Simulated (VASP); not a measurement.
# Ti4N4F in VASP: notebook

Runs on Ti4N4F. Level: PBEsol. Tasks: single point.

Everything below comes from runs of VASP 6.6.1. Logs are shortened: lines on timing, memory, paths and dates and some standing lists are left out, and cuts for length are marked.

**1. The cell of the first run**

The cell holds a slab with vacuum, 9 atoms: a = 2.973 Å, b = 2.973 Å, c = 27.495 Å, α = 90.00°, β = 90.00°, γ = 120.00°.

**2. Single point, PBEsol**

The input, INCAR:

```
SYSTEM = Ti4N4F
  PREC = Accurate
  ENCUT = 520
  EDIFF = 1E-7
  ISMEAR = 0
  SIGMA = 0.1
  LREAL = .FALSE.
  LASPH = .TRUE.
  NELM = 80
  ALGO = Normal
  ISIF = 2
  LWAVE = .FALSE.
  LCHARG = .TRUE.
  LDIPOL = .TRUE.
  IDIPOL = 3
  DIPOL = 0.5 0.5 0.483
  GGA = PS
  LELF = .TRUE.
  LVHAR = .TRUE.
  LVACPOTAV = .TRUE.
  NBANDS = 48
```

The input, KPOINTS:

```
regular mesh
0
G
  12 12 1
  0 0 0
```

The input, POSCAR:

```
Ti4N4F
1.0
    2.9726300472      0.0000000000      0.0000000000
   -1.4863150236      2.5743731369      0.0000000000
    0.0000000000      0.0000000000     27.4949979446
N Ti F
4 4 1
Direct
    0.3333333333      0.6666666667      0.3091471408
    0.0000000000      0.0000000000      0.3974229164
    0.6666666666      0.3333333333      0.4854147359
    0.3333333333      0.6666666667      0.5753533913
    0.6666666666      0.3333333333      0.3532850285
    0.3333333333      0.6666666667      0.4415608042
    0.0000000000      0.0000000000      0.5302006077
    0.6666666666      0.3333333333      0.6138598945
    0.9166666666      0.8333333333      0.6447208010
```

Potentials or basis: VASP PAW PBE potentials, release 64 (N, Ti_sv, F).

Command:

```
$ cat potpaw_PBE.64/N/POTCAR potpaw_PBE.64/Ti_sv/POTCAR potpaw_PBE.64/F/POTCAR > POTCAR
$ mpirun -np 1 vasp_std > vasp.out
```

OUTCAR:

```text
SYSTEM = Ti4N4F
   PREC = Accurate
   ENCUT = 520
   EDIFF = 1E-7
   ISMEAR = 0
   LREAL = .FALSE.
   LASPH = .TRUE.
   NELM = 80
   ISIF = 2
   GGA = PS

 ion  position               nearest neighbor table
   1  0.333  0.667  0.309-   5 2.10   5 2.10   5 2.10
   2  0.000  0.000  0.397-   6 2.10   6 2.10   6 2.10   5 2.10   5 2.10   5 2.10
   3  0.667  0.333  0.485-   6 2.10   6 2.10   6 2.10   7 2.11   7 2.11   7 2.11
   4  0.333  0.667  0.575-   8 2.02   8 2.02   8 2.02   7 2.12   7 2.12   7 2.12
   5  0.667  0.333  0.353-   1 2.10   1 2.10   1 2.10   2 2.10   2 2.10   2 2.10
   6  0.333  0.667  0.442-   3 2.10   3 2.10   3 2.10   2 2.10   2 2.10   2 2.10
   7  0.000  0.000  0.530-   3 2.11   3 2.11   3 2.11   4 2.12   4 2.12   4 2.12   8 2.87   8 2.87
                             8 2.87
   8  0.667  0.333  0.614-   9 1.54   4 2.02   4 2.02   4 2.02   9 2.14   9 2.14   7 2.87   7 2.87
                             7 2.87
   9  0.917  0.833  0.645-   8 1.54   8 2.14   8 2.14

  LATTYP: Found a hexagonal cell.
 ALAT       =     2.9726300472
 C/A-ratio  =     9.2493843862

  Lattice vectors:

 A1 = (   2.9726300472,   0.0000000000,   0.0000000000)
 A2 = (  -1.4863150236,   2.5743731369,   0.0000000000)
 A3 = (   0.0000000000,   0.0000000000,  27.4949979446)

Analysis of symmetry for initial positions (statically):
=====================================================================
 Subroutine PRICEL returns:
 Original cell was already a primitive cell.

 Routine SETGRP: Setting up the symmetry group for a
 hexagonal supercell.

 Subroutine GETGRP returns: Found  2 space group operations
 (whereof  2 operations were pure point group operations)
 out of a pool of 24 trial point group operations.

The static configuration has the point symmetry C_1h.

Analysis of symmetry for dynamics (positions and initial velocities):
=====================================================================
 Subroutine PRICEL returns:
 Original cell was already a primitive cell.

 Routine SETGRP: Setting up the symmetry group for a
 hexagonal supercell.

 Subroutine GETGRP returns: Found  2 space group operations
 (whereof  2 operations were pure point group operations)
 out of a pool of 24 trial point group operations.

The dynamic configuration has the point symmetry C_1h.

 Subroutine INISYM returns: Found  2 space group operations
 (whereof  2 operations are pure point group operations),
 and found     1 'primitive' translations

----------------------------------------------------------------------------------------

                                     Primitive cell

  volume of cell :     210.4098

  direct lattice vectors                    reciprocal lattice vectors
     2.972630047  0.000000000  0.000000000     0.336402440  0.194222039  0.000000000
    -1.486315024  2.574373137  0.000000000     0.000000000  0.388444078  0.000000000
     0.000000000  0.000000000 27.494997945     0.000000000  0.000000000  0.036370252

  length of vectors
     2.972630047  2.972630047 27.494997945     0.388444078  0.388444078  0.036370252

  position of ions in fractional coordinates (direct lattice)
     0.333333333  0.666666667  0.309147141
     0.000000000  0.000000000  0.397422916
     0.666666667  0.333333333  0.485414736
     0.333333333  0.666666667  0.575353391
     0.666666667  0.333333333  0.353285028
     0.333333333  0.666666667  0.441560804
     0.000000000  0.000000000  0.530200608
     0.666666667  0.333333333  0.613859895
     0.916666667  0.833333333  0.644720801

  ion indices of the primitive-cell ions
   primitive index   ion index
                 1           1
                 2           2
                 3           3
                 4           4
                 5           5
                 6           6
                 7           7
                 8           8
                 9           9

----------------------------------------------------------------------------------------

 KPOINTS: regular mesh

Automatic generation of k-mesh.
 Grid dimensions read from file:
 generate k-points for:   12   12    1

 Generating k-lattice:

  Cartesian coordinates                     Fractional coordinates (reciprocal lattice)
     0.028033537  0.016185170  0.000000000     0.083333333  0.000000000  0.000000000
     0.000000000  0.032370340  0.000000000     0.000000000  0.083333333  0.000000000
     0.000000000  0.000000000  0.036370252     0.000000000  0.000000000  1.000000000

  Length of vectors
     0.032370340  0.032370340  0.036370252

  Shift w.r.t. Gamma in fractional coordinates (k-lattice)
     0.000000000  0.000000000  0.000000000

 Subroutine IBZKPT returns following result:
 ===========================================

 Found     43 irreducible k-points:

 Following reciprocal coordinates:
            Coordinates               Weight
  0.000000  0.000000  0.000000      1.000000
  0.083333  0.000000  0.000000      4.000000
  0.000000  0.083333  0.000000      2.000000
  0.166667  0.000000  0.000000      4.000000
  0.000000  0.166667  0.000000      2.000000
  0.250000  0.000000  0.000000      4.000000
[... 16 lines left out ...]
 -0.083333  0.416667  0.000000      4.000000
 -0.416667  0.333333  0.000000      4.000000
 [... further k-points ...]
   k-points           NKPTS =     43   k-points in BZ     NKDIM =     43   number of bands    NBANDS=     48
   number of dos      NEDOS =    301   number of ions     NIONS =      9
   total plane-waves  NPLWV = 120960
   dimension x,y,z NGX =    24 NGY =   24 NGZ =  210
   dimension x,y,z NGXF=    48 NGYF=   48 NGZF=  420
   ions per type =               4   4   1
   NGX,Y,Z   is equivalent  to a cutoff of  13.42, 13.42, 12.70 a.u.
   NGXF,Y,Z  is equivalent  to a cutoff of  26.84, 26.84, 25.39 a.u.
 SYSTEM =  Ti4N4F
   PREC   = accura    normal or accurate (medium, high low for compatibility)
   ISTART =      0    job   : 0-new  1-cont  2-samecut
   ICHARG =      2    charge: 1-file 2-atom 10-const
   ISPIN  =      1    spin polarized calculation?
   LNONCOLLINEAR =      F non collinear calculations
   LSORBIT =      F    spin-orbit coupling
   LASPH  =      T    aspherical Exc in radial PAW
   ENCUT  =  520.0 eV  38.22 Ry    6.18 a.u.   5.53  5.53 51.12*2*pi/ulx,y,z
   NELM   =     80;   NELMIN=  2; NELMDL= -5     # of ELM steps
   EDIFF  = 0.1E-06   stopping-criterion for ELM
   LREAL  =      F    real-space projection
   EDIFFG = 0.1E-05   stopping-criterion for IOM
   NSW    =      0    number of steps for IOM
   IBRION =     -1    ionic relax: 0-MD 1-quasi-New 2-CG
   NFREE  =      0    steps in history (QN), initial steepest desc. (CG)
   ISIF   =      2    stress and relaxation
   ISYM   =      2    0-nonsym 1-usesym 2-fastsym
   POTIM  = 0.5000    time-step for ionic-motion
   TEBEG  =    0.0;   TEEND  =   0.0 temperature during run
   PSTRESS=    0.0 pullay stress
   NELECT =      75.0000    total number of electrons
   NUPDOWN=      -1.0000    fix difference up-down
   EMIN   =  10.00;   EMAX   =-10.00  energy-range for DOS
   EFERMI =   0.00;   METHOD = LEGACY
   ISMEAR =     0;   SIGMA  =   0.10  broadening in eV -4-tet -1-fermi 0-gaus
   EFERMI_NEDOS =   21; number of points for ismear=-14 and -15
   IALGO  =     38    algorithm
   IMIX   =      4    mixing-type and parameters
     AMIX     =   0.40;   BMIX     =  1.00
     AMIX_MAG =   1.60;   BMIX_MAG =  1.00
  volume/ion in A,a.u.               =      23.38       157.77
  Fermi-wavevector in a.u.,A,eV,Ry     =   1.160753  2.193506 18.331783  1.347348
  Thomas-Fermi vector in A             =   2.297332
   LORBIT       =      0    0 simple, 1 ext, 2 COOP (PROOUT), +10 PAW based schemes
   GGA     = PS    functional components
   LHFCALC =     F    Hartree Fock is set to
   AEXX    =    0.0000 exact exchange contribution
   IVDW    =     0    specifies the selected vdW correction
   LEPSILON=     F    determine dielectric tensor
   LRPA    =     F    only Hartree local field effects (RPA)
 non-spin polarized calculation
 Gauss-broadening in eV      SIGMA  =   0.10
  energy-cutoff  :      520.00
  volume of cell :      210.41
 maximum number of plane-waves:      5757
 NGX is ok and might be reduce to    24
   NGX = 11   NGY = 11   NGZ =103

 dipolmoment           0.000000      0.000000      0.671831 electrons x Angstroem

 number of electron      75.0000021 magnetization

 dipolmoment           0.000000      0.000000     -0.282903 electrons x Angstroem

 Free energy of the ion-electron system (eV)
  ---------------------------------------------------
  ext. energy  EPLUGINS =         0.00000000
  ---------------------------------------------------
  free energy    TOTEN  =       -81.85999758 eV

  energy without entropy =      -81.83502468  energy(sigma->0) =      -81.84751113

 E-fermi :   1.3682     XC(G=0):  -5.7661

 val. band max:        1.3533391468   @ k =   0.5000   0.2500   0.0000
 cond. band min:       1.3725080197   @ k =  -0.0833   0.2500   0.0000
 fundamental gap:      0.0191688728
 Fermi energy:         1.3681777340

 k-point     1 :       0.0000    0.0000    0.0000
  band No.  band energies     occupation
      1     -56.7648      2.00000
      2     -56.1774      2.00000
      3     -56.0025      2.00000
      4     -54.9357      2.00000
      5     -34.8448      2.00000
      6     -32.9644      2.00000
[... 40 lines left out ...]
     47       3.0931      0.00000
     48       3.2100      0.00000

 k-point     2 :       0.0833    0.0000    0.0000
  band No.  band energies     occupation
      1     -56.7584      2.00000
      2     -56.1722      2.00000
      3     -55.9980      2.00000
      4     -54.9309      2.00000
      5     -34.8600      2.00000
      6     -32.9671      2.00000
[... 1114 lines left out ...]
 k-point    24 :      -0.4167    0.3333    0.0000
  band No.  band energies     occupation
      1     -56.6803      2.00000
      2     -56.1090      2.00000
      3     -55.9425      2.00000
      4     -54.8727      2.00000
      5     -35.0705      2.00000
      6     -33.1647      2.00000
[... 40 lines left out ...]
     47       3.8804      0.00000
     48       4.1004      0.00000

 [... further k-points ...]

------------------------ aborting loop because EDIFF is reached ----------------------------------------

  FORCE on cell =-STRESS in cart. coord.  units (eV):
  Direction    XX          YY          ZZ          XY          YZ          ZX
  --------------------------------------------------------------------------------------
  -------------------------------------------------------------------------------------
  Total        2.1025077     20.4638227      8.6718093      0.0000000     13.2262630      0.0000000
  in kB       16.0096610    155.8229053     66.0319699      0.0000000    100.7121084      0.0000000
  external PRESSURE =      79.2881787 kB  Pullay stress =       0.0000000 kB

 VOLUME and BASIS-vectors are now :
 -----------------------------------------------------------------------------
  energy-cutoff  :      520.00
  volume of cell :      210.41
      direct lattice vectors                 reciprocal lattice vectors
     2.972630047  0.000000000  0.000000000     0.336402440  0.194222039  0.000000000
    -1.486315024  2.574373137  0.000000000     0.000000000  0.388444078  0.000000000
     0.000000000  0.000000000 27.494997945     0.000000000  0.000000000  0.036370252

 POSITION                                       TOTAL-FORCE (eV/Angst)
 -----------------------------------------------------------------------------------
     -0.00000      1.71625      8.50000         0.000000      0.018384      4.408821
      0.00000      0.00000     10.92714         0.000000     -0.016721      1.216616
      1.48632      0.85812     13.34648         0.000000     -0.134108      0.069537
     -0.00000      1.71625     15.81934         0.000000     -0.916210     -0.745115
      1.48632      0.85812      9.71357         0.000000     -0.027737     -5.784290
     -0.00000      1.71625     12.14071         0.000000      0.122792      0.115776
      0.00000      0.00000     14.57786         0.000000     -0.257125     -0.345048
      1.48632      0.85812     16.87808        -0.000000    -12.496350    -11.575929
      1.48632      2.14531     17.72660         0.000000     13.707075     12.639632
 -----------------------------------------------------------------------------------
    total drift:                                0.000000      0.000267      0.002105

  FREE ENERGIE OF THE ION-ELECTRON SYSTEM (eV)
  ---------------------------------------------------
  free  energy   TOTEN  =       -81.8599975805 eV

  energy  without entropy=      -81.8350246811  energy(sigma->0) =      -81.84751113

 vacuum level on the upper side and lower side of the slab         2.759         9.454
```

Wall time 10 min (1 thread of Intel Xeon 6975P-C (Granite Rapids), shared host); peak memory 0.56 GiB.

Results:

```
Free energy            : -81.8600 eV
Largest force          : 18.645 eV/Å
Band gap on the k mesh : zero (an odd number of electrons rules out a gap without spin polarisation)
```

Forces in eV/Å, atoms in the order of the input:
```
N     0.000   0.018   4.409
N     0.000  -0.017   1.217
N     0.000  -0.134   0.070
N     0.000  -0.916  -0.745
Ti    0.000  -0.028  -5.784
Ti    0.000   0.123   0.116
Ti    0.000  -0.257  -0.345
Ti    0.000 -12.496 -11.576
F     0.000  13.707  12.640
```

Caveat: the PAW data sets were made with another functional, which shifts forces and pressure a little; an odd number of electrons without spin polarisation forces a metal; a magnetic or distorted state may lie lower.

**3. Single point, PBEsol**

The input, INCAR:

```
ALGO = Normal ; DIPOL = 0.5 0.5 0.494
EDIFF = 1E-6 ; ENCUT = 520
GGA = PS ; IDIPOL = 3
ISIF = 2 ; ISMEAR = 0
LASPH = T ; LCHARG = F
LDIPOL = T ; LREAL = F
LWAVE = F ; NBANDS = 48
NELM = 100 ; PREC = Accurate
SIGMA = 0.1
```

The input, KPOINTS:

```
k-points
0
Gamma
  12 12 1
```

POSCAR: that of step 2 with these lines changed.

```diff
@@ -16,2 +16,2 @@
     0.6666666666      0.3333333333      0.6138598945
-    0.9166666666      0.8333333333      0.6447208010
+    0.9166666666      0.8333333333      0.7374649432
```

Potentials or basis: VASP PAW PBE potentials, release 64 (N, Ti_sv, F).

Command:

```
$ cat potpaw_PBE.64/N/POTCAR potpaw_PBE.64/Ti_sv/POTCAR potpaw_PBE.64/F/POTCAR > POTCAR
$ mpirun -np 1 vasp_std > vasp.out
```

Wall time 13 min (1 thread of Intel Xeon 6975P-C (Granite Rapids), shared host); peak memory 0.56 GiB.

It converged, with:

```
Free energy            : -79.6153 eV
Largest force          : 5.827 eV/Å
Band gap on the k mesh : zero (an odd number of electrons rules out a gap without spin polarisation)
```

Forces on the atoms (eV/Å):
```
N    0.000 -0.001  4.439
N    0.000 -0.001  1.283
N    0.000  0.000  0.030
N    0.000 -0.019  0.199
Ti   0.000  0.000 -5.827
Ti   0.000  0.003  0.054
Ti   0.000  0.001 -0.093
Ti   0.000  0.025  1.006
F    0.000 -0.008 -1.091
```

Levels at points of the mesh, in eV from the Fermi level:
```tsv
k point	band 34	band 35	band 36	band 37	band 38	band 39	band 40	band 41	band 42	band 43
(0.00, 0.00, 0.00)	-0.48	-0.03	-0.03	0.00	0.15	0.15	0.58	0.58	0.73	1.04
(0.50, 0.00, 0.00)	-1.18	-0.52	-0.42	-0.11	-0.05	0.33	1.40	1.94	2.02	2.07
(0.00, 0.50, 0.00)	-1.18	-0.55	-0.42	-0.10	-0.05	0.37	1.40	1.94	2.02	2.06
```

Caveat: the PAW data sets were made with another functional, which shifts forces and pressure a little; an odd number of electrons without spin polarisation forces a metal; a magnetic or distorted state may lie lower.

(Continued in part 2 of 2.)
